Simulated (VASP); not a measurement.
Write the native input for VASP 6.6.1 that does the following.

| Property | Result |
| --- | --- |
| Task | single point |
| Functional | PBE |
| Potentials or basis | VASP PAW PBE potentials, release 64 (C, W_sv) |
| Cutoff | 520 eV |
| k mesh | 4 × 4 × 2 |
| Occupations | gaussian, width 0.1 eV |
| Spin | no spin polarisation |
| Dipole correction | no |
| Further INCAR settings | ALGO = Normal; EDIFF = 1e-06; NBANDS = 38 |

The structure of W3C4 (a cell with a defect) (Qusongite) lies in POSCAR:

```
W3C4
1.0
    5.8130000000      0.0000000000      0.0000000000
   -1.4532500000      2.5171030000      0.0000000000
    0.0000000000      0.0000000000      5.6732000000
C W
4 3
Direct
    0.3333333002      0.3333332009      0.2500000000
    0.3333333002      0.3333332009      0.7500000000
    0.8333333002      0.3333332009      0.2500000000
    0.8333333002      0.3333332009      0.7500000000
   -0.0007574414     -0.0007576170      0.2500000000
    0.5000000000      0.0000000000      0.0000000000
    0.5000000000      0.0000000000      0.5000000000
```

One way to write it, as run:

INCAR

```
SYSTEM = W3C4
PREC = Accurate ; ENCUT = 520
EDIFF = 1E-6 ; ISMEAR = 0
SIGMA = 0.1 ; LREAL = .FALSE.
LASPH = .TRUE. ; NELM = 120
ALGO = Normal ; ISIF = 2
LWAVE = .FALSE. ; LCHARG = .FALSE.
GGA = PE ; NBANDS = 38
GGA_COMPAT = .FALSE.
```

KPOINTS

```
regular mesh
0
G
  4 4 2
  0 0 0
```

Potentials or basis: VASP PAW PBE potentials, release 64 (C, W_sv).

Launch:

```sh
$ cat potpaw_PBE.64/C/POTCAR potpaw_PBE.64/W_sv/POTCAR > POTCAR
$ mpirun -np 1 vasp_std > vasp.out
```

Results of the run:

```json
{"Pressure": "39.0 GPa", "Largest force": "13.754 eV/Å", "Band gap on the k mesh": "zero (band 29 reaches 8.78 eV, above the bottom of band 30 at 7.88 eV)"}
```

Caveat: the k points lie up to 0.62 Å⁻¹ apart; spin-orbit coupling is left out, which moves the levels of the heavy elements.

Wall time 26 s on 1 thread of Intel(R) Xeon(R) 6975P-C (Granite Rapids) (shared host), peak memory 0.23 GiB.
